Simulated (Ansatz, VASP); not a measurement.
One calculation of NbP, two programs

```
Nb P
1.0
    -1.66918    1.66918    5.63401
     1.66918   -1.66918    5.63401
     1.66918    1.66918   -5.63401
Nb P
2 2
Direct
  0.75023 0.75023 0.00000
  0.50023 0.00023 0.50000
  0.33240 0.33240 0.00000
  0.08240 0.58240 0.50000
```

Change from the starting cell: uniaxial_z strain -1.7%.

Alike in both runs: task single point; functional r2SCAN; k mesh 10 × 10 × 10; occupations fermi-dirac, width 0.02 eV; no spin polarisation.

```csv
,VASP,Ansatz
version,VASP 6.6.1,Ansatz 0.2.0
potentials or method,"VASP PAW PBE potentials, release 64 (Nb_sv, P)","plane waves, PAW"
plane-wave cutoff (eV),550,500
valence electrons in the cell,36,36
```

```tsv
	VASP	Ansatz	Ansatz less VASP
pressure (GPa)	2.7	3.2	+0.41
traceless stress, the component that is largest in VASP (GPa)	1.82	1.78	-0.047
```

VASP's potentials were made for PBE, not for r2SCAN.
